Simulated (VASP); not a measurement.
# Cu (Im-3m) in VASP: single point with PBE

Aim: the single point of Cu with PBE.

All numbers are computed with VASP 6.6.1; they aren't measurements. Logs are shortened: lines on timing, memory, paths and dates and some standing lists are left out, and cuts for length are marked.

## (1) The cell of the first run

It takes space group Im-3m (No. 229, cubic). Conventional cell: a = 2.885 Å, b = 2.885 Å, c = 2.885 Å, α = 90.00°, β = 90.00°, γ = 90.00°. Cu (site symmetry m-3m) has 14 Cu at 2.50 to 2.89 Å within 3.3 Å.

This isn't the form of Cu at room conditions, which is fcc.

## (2) Single point, PBE (12.01 Å³/atom)

Contents of INCAR:

```
SYSTEM = Cu
PREC = Accurate ; ENCUT = 520
EDIFF = 1E-6 ; ISMEAR = -1
SIGMA = 0.1 ; LREAL = .FALSE.
LASPH = .TRUE. ; NELM = 80
ALGO = Normal ; ISIF = 2
LWAVE = .FALSE. ; LCHARG = .FALSE.
GGA = PE ; NBANDS = 12
```

Contents of KPOINTS:

```
regular mesh
0
G
  18 18 18
  0 0 0
```

Contents of POSCAR:

```
Cu
1.0
   -1.4425911822      1.4425911822      1.4425911822
    1.4425911822     -1.4425911822      1.4425911822
    1.4425911822      1.4425911822     -1.4425911822
Cu
1
Direct
    0.0000000000      0.0000000000      0.0000000000
```

Potentials or basis: VASP PAW PBE potentials, release 64 (Cu).

Command:

```
$ cat potpaw_PBE.64/Cu/POTCAR > POTCAR
$ mpirun -np 1 vasp_std > vasp.out
```

OUTCAR:

```text
SYSTEM = Cu
   PREC = Accurate
   ENCUT = 520
   EDIFF = 1E-6
   ISMEAR = -1
   LREAL = .FALSE.
   LASPH = .TRUE.
   NELM = 80
   ISIF = 2
   GGA = PE

 ion  position               nearest neighbor table
   1  0.000  0.000  0.000-

  LATTYP: Found a body centered cubic cell.
 ALAT       =     2.8851823644

  Lattice vectors:

 A1 = (  -1.4425911822,   1.4425911822,   1.4425911822)
 A2 = (   1.4425911822,  -1.4425911822,   1.4425911822)
 A3 = (   1.4425911822,   1.4425911822,  -1.4425911822)

Analysis of symmetry for initial positions (statically):
=====================================================================
 Subroutine PRICEL returns:
 Original cell was already a primitive cell.

 Routine SETGRP: Setting up the symmetry group for a
 body centered cubic supercell.

 Subroutine GETGRP returns: Found 48 space group operations
 (whereof 48 operations were pure point group operations)
 out of a pool of 48 trial point group operations.

The static configuration has the point symmetry O_h .

Analysis of symmetry for dynamics (positions and initial velocities):
=====================================================================
 Subroutine PRICEL returns:
 Original cell was already a primitive cell.

 Routine SETGRP: Setting up the symmetry group for a
 body centered cubic supercell.

 Subroutine GETGRP returns: Found 48 space group operations
 (whereof 48 operations were pure point group operations)
 out of a pool of 48 trial point group operations.

The dynamic configuration has the point symmetry O_h .

 Subroutine INISYM returns: Found 48 space group operations
 (whereof 48 operations are pure point group operations),
 and found     1 'primitive' translations

----------------------------------------------------------------------------------------

                                     Primitive cell

  volume of cell :      12.0085

  direct lattice vectors                    reciprocal lattice vectors
    -1.442591182  1.442591182  1.442591182     0.000000000  0.346598542  0.346598542
     1.442591182 -1.442591182  1.442591182     0.346598542  0.000000000  0.346598542
     1.442591182  1.442591182 -1.442591182     0.346598542  0.346598542  0.000000000

  length of vectors
     2.498641222  2.498641222  2.498641222     0.490164358  0.490164358  0.490164358

  position of ions in fractional coordinates (direct lattice)
     0.000000000  0.000000000  0.000000000

  ion indices of the primitive-cell ions
   primitive index   ion index
                 1           1

----------------------------------------------------------------------------------------

 KPOINTS: regular mesh

Automatic generation of k-mesh.
 Grid dimensions read from file:
 generate k-points for:   18   18   18

 Generating k-lattice:

  Cartesian coordinates                     Fractional coordinates (reciprocal lattice)
     0.000000000  0.019255475  0.019255475     0.055555556  0.000000000  0.000000000
     0.019255475  0.000000000  0.019255475     0.000000000  0.055555556  0.000000000
     0.019255475  0.019255475  0.000000000     0.000000000  0.000000000  0.055555556

  Length of vectors
     0.027231353  0.027231353  0.027231353

  Shift w.r.t. Gamma in fractional coordinates (k-lattice)
     0.000000000  0.000000000  0.000000000

 Subroutine IBZKPT returns following result:
 ===========================================

 Found    195 irreducible k-points:

 Following reciprocal coordinates:
            Coordinates               Weight
  0.000000  0.000000  0.000000      1.000000
  0.055556  0.000000  0.000000     12.000000
  0.111111  0.000000  0.000000     12.000000
  0.166667  0.000000  0.000000     12.000000
  0.222222  0.000000  0.000000     12.000000
  0.277778  0.000000  0.000000     12.000000
[... 16 lines left out ...]
  0.333333  0.111111 -0.000000     48.000000
  0.388889  0.111111 -0.000000     48.000000
 [... further k-points ...]
   k-points           NKPTS =    195   k-points in BZ     NKDIM =    195   number of bands    NBANDS=     12
   number of dos      NEDOS =    301   number of ions     NIONS =      1
   total plane-waves  NPLWV =   8000
   dimension x,y,z NGX =    20 NGY =   20 NGZ =   20
   dimension x,y,z NGXF=    40 NGYF=   40 NGZF=   40
   ions per type =               1
   NGX,Y,Z   is equivalent  to a cutoff of  13.31, 13.31, 13.31 a.u.
   NGXF,Y,Z  is equivalent  to a cutoff of  26.61, 26.61, 26.61 a.u.
 SYSTEM =  Cu
   PREC   = accura    normal or accurate (medium, high low for compatibility)
   ISTART =      0    job   : 0-new  1-cont  2-samecut
   ICHARG =      2    charge: 1-file 2-atom 10-const
   ISPIN  =      1    spin polarized calculation?
   LNONCOLLINEAR =      F non collinear calculations
   LSORBIT =      F    spin-orbit coupling
   LASPH  =      T    aspherical Exc in radial PAW
   ENCUT  =  520.0 eV  38.22 Ry    6.18 a.u.   4.65  4.65  4.65*2*pi/ulx,y,z
   NELM   =     80;   NELMIN=  2; NELMDL= -5     # of ELM steps
   EDIFF  = 0.1E-05   stopping-criterion for ELM
   LREAL  =      F    real-space projection
   EDIFFG = 0.1E-04   stopping-criterion for IOM
   NSW    =      0    number of steps for IOM
   IBRION =     -1    ionic relax: 0-MD 1-quasi-New 2-CG
   NFREE  =      0    steps in history (QN), initial steepest desc. (CG)
   ISIF   =      2    stress and relaxation
   ISYM   =      2    0-nonsym 1-usesym 2-fastsym
   POTIM  = 0.5000    time-step for ionic-motion
   TEBEG  =    0.0;   TEEND  =   0.0 temperature during run
   PSTRESS=    0.0 pullay stress
   NELECT =      11.0000    total number of electrons
   NUPDOWN=      -1.0000    fix difference up-down
   EMIN   =  10.00;   EMAX   =-10.00  energy-range for DOS
   EFERMI =   0.00;   METHOD = LEGACY
   ISMEAR =    -1;   SIGMA  =   0.10  broadening in eV -4-tet -1-fermi 0-gaus
   EFERMI_NEDOS =   21; number of points for ismear=-14 and -15
   IALGO  =     38    algorithm
   IMIX   =      4    mixing-type and parameters
     AMIX     =   0.40;   BMIX     =  1.00
     AMIX_MAG =   1.60;   BMIX_MAG =  1.00
  volume/ion in A,a.u.               =      12.01        81.04
  Fermi-wavevector in a.u.,A,eV,Ry     =   1.589922  3.004517 34.393509  2.527852
  Thomas-Fermi vector in A             =   2.688697
   LORBIT       =      0    0 simple, 1 ext, 2 COOP (PROOUT), +10 PAW based schemes
   GGA     = PE    functional components
   LHFCALC =     F    Hartree Fock is set to
   AEXX    =    0.0000 exact exchange contribution
   IVDW    =     0    specifies the selected vdW correction
   LEPSILON=     F    determine dielectric tensor
   LRPA    =     F    only Hartree local field effects (RPA)
 non-spin polarized calculation
  energy-cutoff  :      520.00
  volume of cell :       12.01
 maximum number of plane-waves:       338
   NGX =  9   NGY =  9   NGZ =  9

 number of electron      11.0000003 magnetization

 Free energy of the ion-electron system (eV)
  ---------------------------------------------------
  ext. energy  EPLUGINS =         0.00000000
  ---------------------------------------------------
  free energy    TOTEN  =        -3.69541812 eV

  energy without entropy =       -3.68202455  energy(sigma->0) =       -3.68872133

 E-fermi :   7.3903     XC(G=0): -12.6315

 val. band max:        7.3837633347   @ k =   0.3889   0.1111  -0.0000
 cond. band min:       7.3906069860   @ k =  -0.4444   0.4444   0.1111
 fundamental gap:      0.0068436513
 Fermi energy:         7.3902740774

 k-point     1 :       0.0000    0.0000    0.0000
  band No.  band energies     occupation
      1      -1.8384      2.00000
      2       4.3262      2.00000
      3       4.3262      2.00000
      4       4.3262      2.00000
      5       5.3126      2.00000
      6       5.3126      2.00000
      7      32.2818      0.00000
      8      32.2818      0.00000
      9      32.2818      0.00000
     10      35.4384      0.00000
     11      35.4384      0.00000
     12      35.4384      0.00000

 k-point     2 :       0.0556    0.0000    0.0000
  band No.  band energies     occupation
      1      -1.7207      2.00000
      2       4.3046      2.00000
      3       4.3255      2.00000
      4       4.3708      2.00000
      5       5.2912      2.00000
      6       5.3142      2.00000
      7      30.9113      0.00000
      8      31.9388      0.00000
      9      31.9650      0.00000
     10      34.0081      0.00000
     11      34.1791      0.00000
     12      34.4361      0.00000

 k-point     3 :       0.1111    0.0000    0.0000
  band No.  band energies     occupation
      1      -1.3716      2.00000
      2       4.2425      2.00000
      3       4.3185      2.00000
      4       4.5008      2.00000
      5       5.2386      2.00000
      6       5.3194      2.00000
      7      28.1413      0.00000
      8      30.8037      0.00000
      9      31.2899      0.00000
     10      32.1574      0.00000
     11      33.2661      0.00000
     12      34.2877      0.00000

 k-point     4 :       0.1667    0.0000    0.0000
  band No.  band energies     occupation
      1      -0.8047      2.00000
      2       4.1483      2.00000
      3       4.2964      2.00000
      4       4.7056      2.00000
      5       5.1846      2.00000
      6       5.3288      2.00000
      7      25.1509      0.00000
      8      29.3894      0.00000
      9      30.4136      0.00000
     10      30.5751      0.00000
     11      32.5969      0.00000
     12      34.8469      0.00000

 k-point     5 :       0.2222    0.0000    0.0000
  band No.  band energies     occupation
      1      -0.0508      2.00000
      2       4.0341      2.00000
      3       4.2675      2.00000
      4       4.9670      2.00000
      5       5.1597      2.00000
      6       5.3429      2.00000
      7      22.2078      0.00000
      8      28.0553      0.00000
      9      28.8312      0.00000
     10      29.9417      0.00000
     11      32.1022      0.00000
     12      35.7885      0.00000
[... 228 lines left out ...]
      1       1.1136      2.00000
      2       3.9274      2.00000
      3       4.1179      2.00000
      4       5.1200      2.00000
      5       5.3865      2.00000
      6       5.5344      2.00000
      7      19.6659      0.00000
      8      23.2858      0.00000
      9      26.7064      0.00000
     10      31.1524      0.00000
     11      34.5744      0.00000
     12      35.7604      0.00000

 k-point    22 :       0.2778    0.1111   -0.0000
  band No.  band energies     occupation
      1       1.9096      2.00000
      2       3.8184      2.00000
      3       4.2419      2.00000
      4       5.1667      2.00000
      5       5.4340      2.00000
      6       5.9480      2.00000
      7      17.0378      0.00000
      8      22.4528      0.00000
      9      25.7810      0.00000
     10      30.7683      0.00000
     11      34.5601      0.00000
     12      36.4918      0.00000

 k-point    23 :       0.3333    0.1111   -0.0000
  band No.  band energies     occupation
      1       2.4122      2.00000
      2       3.7343      2.00000
      3       4.5779      2.00000
      4       5.2243      2.00000
      5       5.4964      2.00000
      6       6.5375      1.99960
      7      14.6537      0.00000
      8      21.8313      0.00000
      9      25.0906      0.00000
     10      30.4882      0.00000
     11      34.4162      0.00000
     12      37.5311      0.00000

 k-point    24 :       0.3889    0.1111   -0.0000
  band No.  band energies     occupation
      1       2.5998      2.00000
      2       3.6816      2.00000
      3       4.8888      2.00000
      4       5.2541      2.00000
      5       5.6048      2.00000
      6       7.3838      1.03254
      7      12.6818      0.00000
      8      21.4442      0.00000
      9      24.6641      0.00000
     10      30.3200      0.00000
     11      34.3165      0.00000
     12      38.5330      0.00000

 [... further k-points ...]

------------------------ aborting loop because EDIFF is reached ----------------------------------------

  FORCE on cell =-STRESS in cart. coord.  units (eV):
  Direction    XX          YY          ZZ          XY          YZ          ZX
  --------------------------------------------------------------------------------------
  -------------------------------------------------------------------------------------
  Total        0.0423903      0.0423903      0.0423903     -0.0000000     -0.0000000      0.0000000
  in kB        5.6557056      5.6557056      5.6557056     -0.0000000     -0.0000000      0.0000000
  external PRESSURE =       5.6557056 kB  Pullay stress =       0.0000000 kB

 VOLUME and BASIS-vectors are now :
 -----------------------------------------------------------------------------
  energy-cutoff  :      520.00
  volume of cell :       12.01
      direct lattice vectors                 reciprocal lattice vectors
    -1.442591182  1.442591182  1.442591182     0.000000000  0.346598542  0.346598542
     1.442591182 -1.442591182  1.442591182     0.346598542  0.000000000  0.346598542
     1.442591182  1.442591182 -1.442591182     0.346598542  0.346598542  0.000000000

 POSITION                                       TOTAL-FORCE (eV/Angst)
 -----------------------------------------------------------------------------------
      0.00000      0.00000      0.00000        -0.000000      0.000000      0.000000
 -----------------------------------------------------------------------------------
    total drift:                                0.000000     -0.000000      0.000000

  FREE ENERGIE OF THE ION-ELECTRON SYSTEM (eV)
  ---------------------------------------------------
  free  energy   TOTEN  =        -3.6954181206 eV

  energy  without entropy=       -3.6820245487  energy(sigma->0) =       -3.68872133
```

Run time: 19 s. Hardware: 1 thread of Intel Xeon Platinum 8488C (Sapphire Rapids), shared host; peak memory 0.14 GiB.

Results:

```
Free energy            : -3.6954 eV
Pressure               : 0.6 GPa
Band gap on the k mesh : zero (an odd number of electrons rules out a gap without spin polarisation)
```

Levels at points of the mesh, in eV from the Fermi level:
| k point | band 4 | band 5 | band 6 | band 7 | band 8 | band 9 |
| --- | --- | --- | --- | --- | --- | --- |
| (0.00, 0.00, 0.00) | -3.06 | -2.08 | -2.08 | 24.89 | 24.89 | 24.89 |
| (0.50, 0.00, 0.00) | -1.97 | -1.37 | -0.55 | 4.25 | 17.33 | 17.35 |
| (0.50, 0.50, 0.50) | -1.53 | -1.53 | 8.12 | 8.12 | 8.12 | 13.46 |
